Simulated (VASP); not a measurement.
# SbO5 (P-6m2) in VASP: further runs, part 2 of 2

VASP 6.6.1. The steps go on from the part before.

### Step 3. Single point, PBE

This run uses another cell than the first one, of 16.10 Å³/atom.

The input, INCAR:

```
ALGO = Normal
EDIFF = 1E-6
ENCUT = 520
GGA = PE
ISIF = 2
ISMEAR = 0
LASPH = T
LCHARG = F
LREAL = F
LWAVE = F
NBANDS = 26
NELM = 80
PREC = Accurate
SIGMA = 0.1
```

The input, KPOINTS:

```
k-points
0
Gamma
  6 6 2
```

The input, POSCAR:

```
SbO5
1.0
    3.3154850175      0.0000000037      0.0000000000
   -1.6577425120      2.8712942491      0.0000000000
    0.0000000000      0.0000000000     10.1479550693
Sb O
1 5
Direct
    0.0000000000      0.0000000000      0.0000000000
    0.6666666667      0.3333333333      0.8811203682
    0.0000000000      0.0000000000      0.5635515476
    0.6666666667      0.3333333333      0.5000000000
    0.0000000000      0.0000000000      0.4364484524
    0.6666666667      0.3333333333      0.1188796318
```

Potentials or basis: VASP PAW PBE potentials, release 64 (Sb, O).

Run with:

```sh
$ cat potpaw_PBE.64/Sb/POTCAR potpaw_PBE.64/O/POTCAR > POTCAR
$ mpirun -np 1 vasp_std > vasp.out
```

OUTCAR:

```text
EDIFF = 1E-6
   ENCUT = 520
   GGA = PE
   ISIF = 2
   ISMEAR = 0
   LASPH = T
   LREAL = F
   NELM = 80
   PREC = Accurate

 ion  position               nearest neighbor table
   1  0.000  0.000  0.000-   2 2.26   6 2.26   2 2.26   6 2.26   2 2.26   6 2.26
   2  0.667  0.333  0.881-   1 2.26   1 2.26   1 2.26
   3  0.000  0.000  0.564-   5 1.29
   4  0.667  0.333  0.500-
   5  0.000  0.000  0.436-   3 1.29
   6  0.667  0.333  0.119-   1 2.26   1 2.26   1 2.26

  LATTYP: Found a hexagonal cell.
 ALAT       =     3.3154850175
 C/A-ratio  =     3.0607754267

  Lattice vectors:

 A1 = (   3.3154850175,   0.0000000037,   0.0000000000)
 A2 = (  -1.6577425120,   2.8712942491,   0.0000000000)
 A3 = (   0.0000000000,   0.0000000000,  10.1479550693)

Analysis of symmetry for initial positions (statically):
=====================================================================
 Subroutine PRICEL returns:
 Original cell was already a primitive cell.

 Routine SETGRP: Setting up the symmetry group for a
[... 165 lines left out ...]

 E-fermi :   0.9792     XC(G=0):  -8.5019

 val. band max:        0.9285551145   @ k =   0.3333  -0.0000   0.0000
 cond. band min:       1.0027477242   @ k =   0.1667   0.1667   0.0000
 fundamental gap:      0.0741926097
 Fermi energy:         0.9791652468

 k-point     1 :       0.0000    0.0000    0.0000
  band No.  band energies     occupation
      1     -24.4529      2.00000
      2     -18.3707      2.00000
      3     -16.5623      2.00000
      4     -15.0201      2.00000
      5     -13.3618      2.00000
      6      -7.0656      2.00000
[... 395 lines left out ...]
     25      11.1851      0.00000
     26      11.6620      0.00000

------------------------ aborting loop because EDIFF is reached ----------------------------------------

  FORCE on cell =-STRESS in cart. coord.  units (eV):
  Direction    XX          YY          ZZ          XY          YZ          ZX
  --------------------------------------------------------------------------------------
  -------------------------------------------------------------------------------------
  Total       -0.3256207     -0.3256207      0.7068540      0.0000000      0.0000000     -0.0000000
  in kB       -5.4003176     -5.4003176     11.7229525      0.0000000      0.0000000     -0.0000000
  external PRESSURE =       0.3074391 kB  Pullay stress =       0.0000000 kB

 VOLUME and BASIS-vectors are now :
 -----------------------------------------------------------------------------
  energy-cutoff  :      520.00
  volume of cell :       96.61
      direct lattice vectors                 reciprocal lattice vectors
     3.315485017  0.000000004  0.000000000     0.301614996  0.174137499  0.000000000
    -1.657742512  2.871294249  0.000000000    -0.000000000  0.348274998  0.000000000
     0.000000000  0.000000000 10.147955069     0.000000000  0.000000000  0.098542021

 POSITION                                       TOTAL-FORCE (eV/Angst)
 -----------------------------------------------------------------------------------
      0.00000      0.00000      0.00000        -0.000000     -0.000000     -0.000000
      1.65774      0.95710      8.94157         0.000000     -0.000000      0.056172
      0.00000      0.00000      5.71890        -0.000000      0.000000      0.650290
      1.65774      0.95710      5.07398         0.000000     -0.000000     -0.000000
      0.00000      0.00000      4.42906        -0.000000      0.000000     -0.650290
      1.65774      0.95710      1.20639         0.000000     -0.000000     -0.056172
 -----------------------------------------------------------------------------------
    total drift:                                0.000000     -0.000000      0.000000

  FREE ENERGIE OF THE ION-ELECTRON SYSTEM (eV)
  ---------------------------------------------------
  free  energy   TOTEN  =       -25.8097403143 eV

  energy  without entropy=      -25.7784628998  energy(sigma->0) =      -25.79410161
```

stdout:

```text
POSCAR found type information on POSCAR SbO
 POSCAR found :  2 types and       6 ions
 scaLAPACK will be used
 LDA part: xc-table for (Slater+PW92), standard interpolation
 POSCAR, INCAR and KPOINTS ok, starting setup
 FFT: planning ... GRIDC
 FFT: planning ... GRID_SOFT
 FFT: planning ... GRID
 WAVECAR not read
 entering main loop
```

It took 1.9 min on 1 thread of Intel Xeon 8259CL, shared host; peak memory 0.24 GiB.

What came out:

```yaml
Free_energy: -25.8097 eV
Pressure: 0.0 GPa
Largest_force: 0.650 eV/Å
Band_gap_on_the_k_mesh: zero (an odd number of electrons rules out a gap without spin polarisation)
```

Forces in eV/Å, atoms in the order of the input:
```
Sb   0.000  0.000  0.000
O    0.000  0.000  0.056
O    0.000  0.000  0.650
O    0.000  0.000  0.000
O    0.000  0.000 -0.650
O    0.000  0.000 -0.056
```

Stress tensor (GPa, compression positive):
```
-0.54  0.00  0.00
 0.00 -0.54  0.00
 0.00  0.00  1.17
```

Caveat: the k points lie up to 0.36 Å⁻¹ apart, too coarse for converged energies and pressures of a metal; spin-orbit coupling is left out, which moves the levels of the heavy elements; an odd number of electrons without spin polarisation forces a metal; a magnetic or distorted state may lie lower.
